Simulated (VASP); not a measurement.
Write the native input for VASP 6.6.1 that does the following.

* Task: relaxation of cell and atoms
* Functional: PBE
* Potentials or basis: VASP PAW PBE potentials, release 64 (I)
* Cutoff: 600 eV
* k mesh: 6 × 6 × 4
* Occupations: gaussian, width 0.1 eV
* Spin: no spin polarisation
* Dipole correction: no
* Further INCAR settings: ALGO = Normal; EDIFF = 1e-07; IBRION = 2; EDIFFG = -0.04; NSW = 90; ISIF = 3

The structure of I lies in POSCAR:

```
I
1.0
    4.1804433108     -2.1846680461      0.0000000000
    4.1804433108      2.1846680461      0.0000000000
   -3.5888472110      0.0000000000      5.4330453994
I
2
Direct
    0.6297787806      0.6297787806      0.2576039992
    0.3702212194      0.3702212194      0.7423960008
```

These files were run (other wordings do the same):

INCAR

```
SYSTEM = I
PREC = Accurate
ENCUT = 600
EDIFF = 1E-7
ISMEAR = 0
SIGMA = 0.1
LREAL = .FALSE.
LASPH = .TRUE.
NELM = 100
ALGO = Normal
ISIF = 3
LWAVE = .FALSE.
LCHARG = .FALSE.
GGA = PE
IBRION = 2
NSW = 90
EDIFFG = -0.04
```

KPOINTS

```
Automatic mesh
0
G
  6 6 4
  0 0 0
```

Potentials or basis: VASP PAW PBE potentials, release 64 (I).

Launch:

```console
$ cat potpaw_PBE.64/I/POTCAR > POTCAR
$ mpirun -np 1 vasp_std > vasp.out
```

Results of the run:

* Relaxed volume: 55.33 Å³/atom
* Relaxed cell: a = 5.167 Å, b = 5.167 Å, c = 6.745 Å, α = 122.77°, β = 122.77°, γ = 50.03°
* Space group after relaxing (to 0.05 Å): C2/m (No. 12)
* Energy gained by relaxing: 5.0 meV/atom
* Ionic steps: 11
* Pressure after relaxing: 0.0 GPa
* Largest force after relaxing: 0.006 eV/Å
* Band gap on the k mesh: 0.18 eV, indirect (least direct gap 0.31 eV)

Caveat: spin-orbit coupling is left out, which moves the levels of the heavy elements.

It took 10 min on 1 thread of AMD EPYC 7R43 64-Core Processor (Zen 3) (shared host), peak memory 0.29 GiB.
